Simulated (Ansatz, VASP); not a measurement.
ZnSe in VASP and in Ansatz

The input INCAR:

```
PREC = Accurate
ENCUT = 520
EDIFF = 1E-7
ISMEAR = 0
SIGMA = 0.02
LREAL = F
LASPH = T
NELM = 60
ALGO = Normal
ISIF = 2
LWAVE = F
LCHARG = T
GGA = PE
LELF = T
LVHAR = T
NBANDS = 16
```

The input KPOINTS:

```
Automatic mesh
0
Gamma
  8 8 8
```

POSCAR

```
ZnSe
1.0
    0.0000000000      2.8369694752      2.8369694752
    2.8369694752      0.0000000000      2.8369694752
    2.8369694752      2.8369694752      0.0000000000
Zn Se
1 1
Direct
    0.0000000000      0.0000000000      0.0000000000
    0.2500000000      0.2500000000      0.2500000000
```

Input for Ansatz:

```yaml
crystal:
  lattice:
    - [0.0, 2.8369694752, 2.8369694752]
    - [2.8369694752, 0.0, 2.8369694752]
    - [2.8369694752, 2.8369694752, 0.0]
  atoms:
    - { symbol: Zn, position: [0.0, 0.0, 0.0] }
    - { symbol: Se, position: [0.25, 0.25, 0.25] }
basis:
  ecutwfc: 420
kpoints:
  mp_grid: { grid: [8, 8, 8] }
hamiltonian:
  xc: pbe
scf:
  occupations: { method: gaussian, width: 0.02 }
output:
  forces: true
  stress: true
  eigenvalues: true
```

Alike in both runs: task single point; functional PBE; k mesh 8 × 8 × 8; occupations gaussian, width 0.02 eV; no spin polarisation.

```csv
,VASP,Ansatz
version,VASP 6.6.1,Ansatz 0.2.0
potentials or method,"VASP PAW PBE potentials, release 64 (Zn, Se), cutoff 520 eV","scalar-relativistic, plane waves, PAW"
valence electrons in the cell,18,28
```

Ansatz gave:

| Item | Value |
| --- | --- |
| gap on the k mesh at the Fermi level (eV) | 1.27 |
| least direct gap on the mesh (eV) | 1.27 |
| pressure (GPa) | 1.9 |

Problem. What did VASP give for the same quantities?

Solution. gap on the k mesh at the Fermi level (eV): 1.28; least direct gap on the mesh (eV): 1.28; pressure (GPa): 2.1.

VASP's potentials hold 18 valence electrons a cell and Ansatz's 28, so a difference there can come from the potentials and not from the codes.
